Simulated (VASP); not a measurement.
# TiC in VASP: further runs

Runs on TiC. Level: PBE. Tasks: single point.

Everything below comes from runs of VASP 6.6.1. Logs are shortened: lines on timing, memory, paths and dates and some standing lists are left out, and cuts for length are marked.

**1. The cell of the first run**

The typed cell holds 2 atoms: a = 3.042 Å, b = 3.042 Å, c = 2.698 Å, α = 90.00°, β = 90.00°, γ = 120.00°.

**2. Single point, PBE (atoms moved at random)**

File INCAR:

```
PREC = Accurate ; ENCUT = 520
EDIFF = 1E-6 ; ISMEAR = -1
SIGMA = 0.05 ; LREAL = F
LASPH = T ; NELM = 100
ALGO = Normal ; ISIF = 2
LWAVE = F ; LCHARG = F
GGA = PE ; NBANDS = 15
```

File KPOINTS:

```
Automatic mesh
0
Gamma
  10 10 10
```

File POSCAR:

```
TiC
1.0
    3.0420900000      0.0000000000      0.0000000000
   -1.5210400000      2.6345200000      0.0000000000
    0.0000000000      0.0000000000      2.6979700000
Ti C
1 1
Direct
   -0.0087300000     -0.0146400000      0.4851440000
    0.3230010000      0.6611010000      0.0203300000
```

Potentials or basis: VASP PAW PBE potentials, release 64 (Ti_sv, C).

On the command line:

```
> cat potpaw_PBE.64/Ti_sv/POTCAR potpaw_PBE.64/C/POTCAR > POTCAR
> mpirun -np 1 vasp_std > vasp.out
```

OUTCAR:

```text
PREC = Accurate
   ENCUT = 520
   EDIFF = 1E-6
   ISMEAR = -1
   LREAL = F
   LASPH = T
   NELM = 100
   ISIF = 2
   GGA = PE

 ion  position               nearest neighbor table
   1  0.991  0.985  0.485-   2 2.14   2 2.16   2 2.18   2 2.25   2 2.28   2 2.29
   2  0.323  0.661  0.020-   1 2.14   1 2.16   1 2.18   1 2.25   1 2.28   1 2.29

  LATTYP: Found a hexagonal cell.
 ALAT       =     3.0420900000
 C/A-ratio  =     0.8868804013

  Lattice vectors:

 A1 = (   3.0420900000,   0.0000000000,   0.0000000000)
 A2 = (  -1.5210400000,   2.6345200000,   0.0000000000)
 A3 = (   0.0000000000,   0.0000000000,   2.6979700000)

Analysis of symmetry for initial positions (statically):
=====================================================================
 Subroutine PRICEL returns:
 Original cell was already a primitive cell.

 Routine SETGRP: Setting up the symmetry group for a
 hexagonal supercell.

 Subroutine GETGRP returns: Found  1 space group operations
 (whereof  1 operations were pure point group operations)
 out of a pool of 24 trial point group operations.

The static configuration has the point symmetry C_1 .

Analysis of symmetry for dynamics (positions and initial velocities):
=====================================================================
 Subroutine PRICEL returns:
 Original cell was already a primitive cell.

 Routine SETGRP: Setting up the symmetry group for a
 hexagonal supercell.

 Subroutine GETGRP returns: Found  1 space group operations
 (whereof  1 operations were pure point group operations)
 out of a pool of 24 trial point group operations.

The dynamic configuration has the point symmetry C_1 .

 Subroutine INISYM returns: Found  1 space group operations
 (whereof  1 operations are pure point group operations),
 and found     1 'primitive' translations

----------------------------------------------------------------------------------------

                                     Primitive cell

  volume of cell :      21.6227

  direct lattice vectors                    reciprocal lattice vectors
     3.042090000  0.000000000  0.000000000     0.328721372  0.189787269  0.000000000
    -1.521040000  2.634520000  0.000000000     0.000000000  0.379575786  0.000000000
     0.000000000  0.000000000  2.697970000     0.000000000  0.000000000  0.370649044

  length of vectors
     3.042090000  3.042081247  2.697970000     0.379574694  0.379575786  0.370649044

  position of ions in fractional coordinates (direct lattice)
     0.991270000  0.985360000  0.485144000
     0.323001000  0.661101000  0.020330000

  ion indices of the primitive-cell ions
   primitive index   ion index
                 1           1
                 2           2

----------------------------------------------------------------------------------------

 KPOINTS: Automatic mesh

Automatic generation of k-mesh.
 Grid dimensions read from file:
 generate k-points for:   10   10   10

 Generating k-lattice:

  Cartesian coordinates                     Fractional coordinates (reciprocal lattice)
     0.032872137  0.018978727  0.000000000     0.100000000  0.000000000  0.000000000
     0.000000000  0.037957579  0.000000000     0.000000000  0.100000000  0.000000000
     0.000000000  0.000000000  0.037064904     0.000000000  0.000000000  0.100000000

  Length of vectors
     0.037957469  0.037957579  0.037064904

  Shift w.r.t. Gamma in fractional coordinates (k-lattice)
     0.000000000  0.000000000  0.000000000

 Subroutine IBZKPT returns following result:
 ===========================================

 Found    504 irreducible k-points:

 Following reciprocal coordinates:
            Coordinates               Weight
  0.000000  0.000000  0.000000      1.000000
  0.100000  0.000000  0.000000      2.000000
  0.000000  0.100000  0.000000      2.000000
 -0.100000  0.100000  0.000000      2.000000
  0.200000  0.000000  0.000000      2.000000
  0.000000  0.200000  0.000000      2.000000
[... 16 lines left out ...]
 -0.200000  0.300000  0.000000      2.000000
  0.100000  0.200000  0.000000      2.000000
 [... further k-points ...]
   k-points           NKPTS =    504   k-points in BZ     NKDIM =    504   number of bands    NBANDS=     15
   number of dos      NEDOS =    301   number of ions     NIONS =      2
   total plane-waves  NPLWV =  11520
   dimension x,y,z NGX =    24 NGY =   24 NGZ =   20
   dimension x,y,z NGXF=    48 NGYF=   48 NGZF=   40
   ions per type =               1   1
   NGX,Y,Z   is equivalent  to a cutoff of  13.12, 13.12, 12.32 a.u.
   NGXF,Y,Z  is equivalent  to a cutoff of  26.23, 26.23, 24.65 a.u.
 SYSTEM =  unknown system
   PREC   = accura    normal or accurate (medium, high low for compatibility)
   ISTART =      0    job   : 0-new  1-cont  2-samecut
   ICHARG =      2    charge: 1-file 2-atom 10-const
   ISPIN  =      1    spin polarized calculation?
   LNONCOLLINEAR =      F non collinear calculations
   LSORBIT =      F    spin-orbit coupling
   LASPH  =      T    aspherical Exc in radial PAW
   ENCUT  =  520.0 eV  38.22 Ry    6.18 a.u.   5.66  5.66  5.02*2*pi/ulx,y,z
   NELM   =    100;   NELMIN=  2; NELMDL= -5     # of ELM steps
   EDIFF  = 0.1E-05   stopping-criterion for ELM
   LREAL  =      F    real-space projection
   EDIFFG = 0.1E-04   stopping-criterion for IOM
   NSW    =      0    number of steps for IOM
   IBRION =     -1    ionic relax: 0-MD 1-quasi-New 2-CG
   NFREE  =      0    steps in history (QN), initial steepest desc. (CG)
   ISIF   =      2    stress and relaxation
   ISYM   =      2    0-nonsym 1-usesym 2-fastsym
   POTIM  = 0.5000    time-step for ionic-motion
   TEBEG  =    0.0;   TEEND  =   0.0 temperature during run
   PSTRESS=    0.0 pullay stress
   NELECT =      16.0000    total number of electrons
   NUPDOWN=      -1.0000    fix difference up-down
   EMIN   =  10.00;   EMAX   =-10.00  energy-range for DOS
   EFERMI =   0.00;   METHOD = LEGACY
   ISMEAR =    -1;   SIGMA  =   0.05  broadening in eV -4-tet -1-fermi 0-gaus
   EFERMI_NEDOS =   21; number of points for ismear=-14 and -15
   IALGO  =     38    algorithm
   IMIX   =      4    mixing-type and parameters
     AMIX     =   0.40;   BMIX     =  1.00
     AMIX_MAG =   1.60;   BMIX_MAG =  1.00
  volume/ion in A,a.u.               =      10.81        72.96
  Fermi-wavevector in a.u.,A,eV,Ry     =   1.480737  2.798187 29.831891  2.192582
  Thomas-Fermi vector in A             =   2.594734
   LORBIT       =      0    0 simple, 1 ext, 2 COOP (PROOUT), +10 PAW based schemes
   GGA     = PE    functional components
   LHFCALC =     F    Hartree Fock is set to
   AEXX    =    0.0000 exact exchange contribution
   IVDW    =     0    specifies the selected vdW correction
   LEPSILON=     F    determine dielectric tensor
   LRPA    =     F    only Hartree local field effects (RPA)
 non-spin polarized calculation
  energy-cutoff  :      520.00
  volume of cell :       21.62
 maximum number of plane-waves:       592
   NGX = 11   NGY = 11   NGZ = 11

 number of electron      15.9999999 magnetization

 Free energy of the ion-electron system (eV)
  ---------------------------------------------------
  ext. energy  EPLUGINS =         0.00000000
  ---------------------------------------------------
  free energy    TOTEN  =       -17.34663140 eV

  energy without entropy =      -17.34321812  energy(sigma->0) =      -17.34492476

 E-fermi :   8.6354     XC(G=0): -12.2892

 val. band max:        8.6207926074   @ k =   0.4000  -0.4000   0.1000
 cond. band min:       8.6406699603   @ k =   0.0000   0.4000   0.0000
 fundamental gap:      0.0198773529
 Fermi energy:         8.6354284610

 k-point     1 :       0.0000    0.0000    0.0000
  band No.  band energies     occupation
      1     -47.9311      2.00000
      2     -24.0908      2.00000
      3     -24.0740      2.00000
      4     -23.6430      2.00000
      5      -3.3743      2.00000
      6       6.9612      2.00000
      7       7.0228      2.00000
      8       7.5444      2.00000
      9      11.0798      0.00000
     10      11.9196      0.00000
     11      11.9454      0.00000
     12      14.2634      0.00000
     13      14.4619      0.00000
     14      16.1526      0.00000
     15      24.1438      0.00000

 k-point     2 :       0.1000    0.0000    0.0000
  band No.  band energies     occupation
      1     -47.9260      2.00000
      2     -24.1247      2.00000
      3     -24.0886      2.00000
      4     -23.6386      2.00000
      5      -3.1934      2.00000
      6       6.5684      2.00000
      7       7.1329      2.00000
      8       7.6944      2.00000
      9      10.4250      0.00000
     10      11.8930      0.00000
     11      12.6229      0.00000
     12      14.0115      0.00000
     13      14.1931      0.00000
     14      16.6919      0.00000
     15      23.4212      0.00000

 k-point     3 :       0.0000    0.1000    0.0000
  band No.  band energies     occupation
      1     -47.9260      2.00000
      2     -24.1293      2.00000
      3     -24.0838      2.00000
      4     -23.6386      2.00000
      5      -3.1944      2.00000
      6       6.5552      2.00000
      7       7.1525      2.00000
      8       7.6863      2.00000
      9      10.4417      0.00000
     10      11.8846      0.00000
     11      12.6171      0.00000
     12      14.0455      0.00000
     13      14.1625      0.00000
     14      16.6898      0.00000
     15      23.3856      0.00000
[... 343 lines left out ...]
 k-point    23 :      -0.2000    0.3000    0.0000
  band No.  band energies     occupation
      1     -47.9019      2.00000
      2     -24.2935      2.00000
      3     -24.1470      2.00000
      4     -23.6170      2.00000
      5      -2.2335      2.00000
      6       5.1849      2.00000
      7       7.5901      2.00000
      8       8.1822      1.99977
      9       9.1474      0.00007
     10      11.7044      0.00000
     11      12.5904      0.00000
     12      13.1960      0.00000
     13      14.4218      0.00000
     14      18.7174      0.00000
     15      23.0317      0.00000

 k-point    24 :       0.1000    0.2000    0.0000
  band No.  band energies     occupation
      1     -47.9020      2.00000
      2     -24.3036      2.00000
      3     -24.1347      2.00000
      4     -23.6174      2.00000
      5      -2.2485      2.00000
      6       5.1652      2.00000
      7       7.5788      2.00000
      8       8.1996      1.99967
      9       9.2329      0.00001
     10      11.6778      0.00000
     11      12.7119      0.00000
     12      13.1484      0.00000
     13      14.3253      0.00000
     14      18.6963      0.00000
     15      22.9409      0.00000

 [... further k-points ...]
[... 5 lines left out ...]
  --------------------------------------------------------------------------------------
  -------------------------------------------------------------------------------------
  Total        0.2726376      0.0946994      0.0635124     -0.0679827     -0.0107853      0.0137986
  in kB       20.2015962      7.0169299      4.7060692     -5.0373071     -0.7991556      1.0224359
  external PRESSURE =      10.6415317 kB  Pullay stress =       0.0000000 kB

 VOLUME and BASIS-vectors are now :
 -----------------------------------------------------------------------------
  energy-cutoff  :      520.00
  volume of cell :       21.62
      direct lattice vectors                 reciprocal lattice vectors
     3.042090000  0.000000000  0.000000000     0.328721372  0.189787269  0.000000000
    -1.521040000  2.634520000  0.000000000     0.000000000  0.379575786  0.000000000
     0.000000000  0.000000000  2.697970000     0.000000000  0.000000000  0.370649044

 POSITION                                       TOTAL-FORCE (eV/Angst)
 -----------------------------------------------------------------------------------
      1.51676      2.59595      1.30890        -0.125614      0.138834      0.143882
     -0.02296      1.74168      0.05485         0.125614     -0.138834     -0.143882
 -----------------------------------------------------------------------------------
    total drift:                               -0.000004     -0.000000     -0.000220

  FREE ENERGIE OF THE ION-ELECTRON SYSTEM (eV)
  ---------------------------------------------------
  free  energy   TOTEN  =       -17.3466313970 eV

  energy  without entropy=      -17.3432181217  energy(sigma->0) =      -17.34492476
```

Run time: 57 s. Hardware: 1 thread of Intel Xeon Platinum 8488C (Sapphire Rapids), shared host; peak memory 0.27 GiB.

What came out:

| Property | Result |
| --- | --- |
| Free energy | -17.3466 eV |
| Pressure | 1.1 GPa |
| Largest force | 0.236 eV/Å |
| Band gap on the k mesh | zero (band 8 reaches 8.69 eV, above the bottom of band 9 at 8.59 eV) |

Forces in eV/Å, atoms in the order of the input:
```
Ti  -0.126  0.139  0.144
C    0.126 -0.139 -0.144
```

Caveat: the cell differs from its parent crystal (atoms moved at random).

(Part 1 of 2 ends here.)
